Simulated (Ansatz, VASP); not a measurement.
## FeO in VASP and in Ansatz

Contents of INCAR:

```
PREC = Accurate ; ENCUT = 520
EDIFF = 1E-7 ; ISMEAR = -1
SIGMA = 0.05 ; LREAL = F
LASPH = T ; NELM = 150
ALGO = Normal ; ISIF = 2
LWAVE = F ; LCHARG = T
ISPIN = 2 ; MAGMOM = 3 0
LORBIT = 11 ; LMAXMIX = 4
GGA = PS ; IVDW = 13
LELF = T ; LVHAR = T
NBANDS = 18
```

KPOINTS

```
regular mesh
0
Gamma
  11 11 11
```

File POSCAR:

```
FeO
1.0
    0.0000000000      2.1409337923      2.1409337923
    2.1409337923      0.0000000000      2.1409337923
    2.1409337923      2.1409337923      0.0000000000
Fe O
1 1
Direct
    0.0000000000      0.0000000000      0.0000000000
    0.5000000000      0.5000000000      0.5000000000
```

Contents of input.yaml:

```yaml
crystal:
  lattice:
    - [0.0, 2.1409337923, 2.1409337923]
    - [2.1409337923, 0.0, 2.1409337923]
    - [2.1409337923, 2.1409337923, 0.0]
  atoms:
    - { symbol: Fe, position: [0.0, 0.0, 0.0], spin: 3.0 }
    - { symbol: O, position: [0.5, 0.5, 0.5] }
hamiltonian:
  xc: pbesol
  pseudopotentials: { kind: paw }
  dispersion: d4
magnetization:
  spin_polarized: true
kpoints:
  mp_grid: { grid: [11, 11, 11] }
scf:
  occupations: { method: fermi_dirac, width: 0.05 }
output:
  forces: true
  stress: true
  eigenvalues: true
  write_density: true
  write_potential: true
  elf: true
  volumetric_format: npy
```

Alike in both runs: task single point; functional PBEsol; dispersion D4; k mesh 11 × 11 × 11; occupations fermi-dirac, width 0.05 eV; collinear spin.

|  | VASP | Ansatz |
| --- | --- | --- |
| version | VASP 6.6.1 | Ansatz 0.2.0 |
| potentials or method | VASP PAW PBE potentials, release 64 (Fe, O) | Ansatz PAW |
| plane-wave cutoff (eV) | 520 | 420 |
| valence electrons in the cell | 14 | 22 |

Ansatz gave:

```
gap on the k mesh at the Fermi level (eV)                     : none
net moment per atom (μB)                                      : 2.00
size of the moment on the site where the two differ most (μB) : 3.43
```

Problem. What did VASP give for the same quantities?

Solution. gap on the k mesh at the Fermi level (eV): none; net moment per atom (μB): 2.00; size of the moment on the site where the two differ most (μB): 3.61.

VASP's potentials were made for PBE, not for PBEsol. Site moments also hang on the region over which each program counts them. A gap of «none» marks a metal or a gap that the smearing closes. VASP's potentials hold 14 valence electrons a cell and Ansatz's 22, so a difference there can come from the potentials and not from the codes.
